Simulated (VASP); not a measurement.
Write the native input for VASP 6.6.1 that does the following.

| Item | Value |
| --- | --- |
| Task | single point |
| Functional | PBE |
| Potentials or basis | VASP PAW PBE potentials, release 64 (Ti_sv) |
| Cutoff | 500 eV |
| k mesh | 14 × 14 × 14 |
| Occupations | gaussian, width 0.15 eV |
| Spin | no spin polarisation |
| Dipole correction | no |
| Further INCAR settings | ALGO = Normal; EDIFF = 1e-06; NBANDS = 12 |

The structure of Ti lies in POSCAR:

```
Ti
1.0
   -1.5097200000      1.5097200000      1.7722800000
    1.5097200000     -1.5097200000      1.7722800000
    1.5097200000      1.5097200000     -1.7722800000
Ti
1
Direct
    0.0000000000      0.0000000000      0.0000000000
```

This cell differs from its parent crystal: strain -0.080 along x and y, +0.080 along z.

The input as run:

INCAR

```
SYSTEM = Ti
ALGO = Normal
EDIFF = 1E-6
ENCUT = 500
GGA = PE
GGA_COMPAT = .FALSE.
ISIF = 2
ISMEAR = 0
LASPH = .TRUE.
LCHARG = .FALSE.
LREAL = .FALSE.
LWAVE = .FALSE.
NBANDS = 12
NELM = 120
PREC = Accurate
SIGMA = 0.15
```

KPOINTS

```
k-points
0
G
  14 14 14
  0 0 0
```

Potentials or basis: VASP PAW PBE potentials, release 64 (Ti_sv).

Run with:

```console
$ cat potpaw_PBE.64/Ti_sv/POTCAR > POTCAR
$ mpirun -np 1 vasp_std > vasp.out
```

It gave:

| Item | Value |
| --- | --- |
| Pressure | 8.1 GPa |
| Band gap on the k mesh | zero (bands 6 and 7 overlap by 1.68 eV) |

Caveat: the cell differs from its parent crystal (strain -0.080 along x and y, +0.080 along z); the cell stands under pressure.

Run time: 16 s on 1 thread of Intel(R) Xeon(R) 6975P-C (Granite Rapids), with other jobs on the host, peak memory 0.15 GiB.
